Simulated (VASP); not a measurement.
Write the native input for VASP 6.6.1 that does the following.

| Quantity | Value |
| --- | --- |
| Task | relaxation of cell and atoms |
| Functional | PBE |
| Potentials or basis | VASP PAW PBE potentials, release 64 (Hf_pv, B) |
| Cutoff | 600 eV |
| k mesh | 6 × 6 × 4 |
| Occupations | gaussian, width 0.1 eV |
| Spin | no spin polarisation |
| Dipole correction | no |
| Further INCAR settings | ALGO = Normal; EDIFF = 1e-06; IBRION = 2; EDIFFG = -0.04; NSW = 90; ISIF = 3 |

The structure of Hf2B5 lies in POSCAR:

```
Hf2B5
1.0
    3.8562153400      0.0000000000      0.0000000000
   -1.9281076700      3.3395804500      0.0000000000
    0.0000000000      0.0000000000      5.3019338300
Hf B
2 5
Direct
    0.3333333300      0.6666666700      0.3643862400
    0.6666666700      0.3333333300      0.6356137600
    0.5000000000      0.0000000000      0.0000000000
    0.0000000000      0.5000000000      0.0000000000
    0.5000000000      0.5000000000      0.0000000000
    0.0000000000      0.0000000000      0.5000000000
    0.0000000000      0.0000000000      0.0000000000
```

The cell was built from a structure type or drawn by symmetry, and may not be a known phase.

These files were run (other wordings do the same):

INCAR

```
SYSTEM = Hf2B5
ALGO     = Normal         ! electronic algorithm
EDIFF    = 1E-6           ! SCF threshold, eV
EDIFFG   = -0.04          ! ionic threshold
ENCUT    = 600            ! plane-wave cutoff, eV
GGA      = PE             ! functional
IBRION   = 2              ! ionic algorithm
ISIF     = 3              ! what is computed and relaxed
ISMEAR   = 0              ! smearing method
LASPH    = .True.         ! aspherical terms in the spheres
LCHARG   = .False.        ! write CHGCAR
LREAL    = .False.        ! projectors in reciprocal space
LWAVE    = .False.        ! write WAVECAR
NELM     = 80             ! most SCF steps
NSW      = 90             ! ionic steps
PREC     = Accurate       ! precision mode
SIGMA    = 0.1            ! smearing width, eV
```

KPOINTS

```
k-points
0
Gamma
  6 6 4
  0 0 0
```

Potentials or basis: VASP PAW PBE potentials, release 64 (Hf_pv, B).

Run with:

```bash
$ cat potpaw_PBE.64/Hf_pv/POTCAR potpaw_PBE.64/B/POTCAR > POTCAR
$ mpirun -np 1 vasp_std > vasp.out
```

Results of the run:

```
Relaxed volume                        : 11.00 Å³/atom
Relaxed cell                          : a = 3.553 Å, b = 3.553 Å, c = 7.046 Å, α = 90.00°, β = 90.00°, γ = 120.00°
Space group after relaxing (to 0.1 Å) : P-3m1 (No. 164)
Energy gained by relaxing             : 837.5 meV/atom
Ionic steps                           : 10
Pressure after relaxing               : 0.4 GPa
Largest force after relaxing          : 0.004 eV/Å
Band gap on the k mesh                : zero (an odd number of electrons rules out a gap without spin polarisation)
```

Caveat: a cell axis changed by over 15 % at a fixed basis, so the end point is rough; spin-orbit coupling is left out, which moves the levels of the heavy elements.

Wall time 4.9 min on 1 thread of Intel(R) Xeon(R) Platinum 8488C (Sapphire Rapids), on a shared host, peak memory 0.23 GiB.
